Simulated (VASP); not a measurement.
## NaH: single point with PBE

The system is NaH.

```
Na H
1.0
     3.41018    0.00000    0.00000
    -1.70509    2.95330    0.00000
     0.00000    0.00000   11.60331
Na H
4 4
Direct
  0.66667 0.33333 0.87808
  0.33333 0.66667 0.12192
  0.33333 0.66667 0.37808
  0.66667 0.33333 0.62192
  0.00000 0.00000 0.00000
  0.00000 0.00000 0.50000
  0.66667 0.33333 0.25000
  0.33333 0.66667 0.75000
```

This cell differs from its parent crystal: volume scaled by 1.03, then relaxed in part.

```yaml
Program: VASP 6.6.1
Task: single point
Functional: PBE
Potentials_or_basis: VASP PAW PBE potentials, release 64 (Na_pv, H)
Cutoff: 500 eV
k_mesh: 12 × 12 × 2
Occupations: gaussian, width 0.02 eV
Spin: no spin polarisation
```

```yaml
Pressure: -0.7 GPa
Band_gap_on_the_k_mesh: 3.48 eV, indirect (least direct gap 4.12 eV)
```

Levels at points of the mesh, in eV from the valence-band top:
```csv
k point,band 13,band 14,band 15,band 16,band 17,band 18,band 19,band 20
"(0.00, 0.00, 0.00)",-3.53,-2.69,-2.47,-1.01,3.48,6.67,6.73,10.07
"(0.50, 0.00, 0.00)",-0.84,-0.62,-0.46,-0.18,3.94,4.09,5.03,5.33
"(0.00, 0.00, 0.50)",-3.29,-3.29,-1.60,-1.60,4.50,4.50,9.04,9.04
"(0.50, 0.00, 0.50)",-0.76,-0.76,-0.29,-0.29,4.15,4.15,4.88,4.88
```

It took 54 s on 1 thread of Intel(R) Xeon(R) 6975P-C (Granite Rapids), on a shared host, peak memory 0.28 GiB.

 A k mesh can miss the band edges.
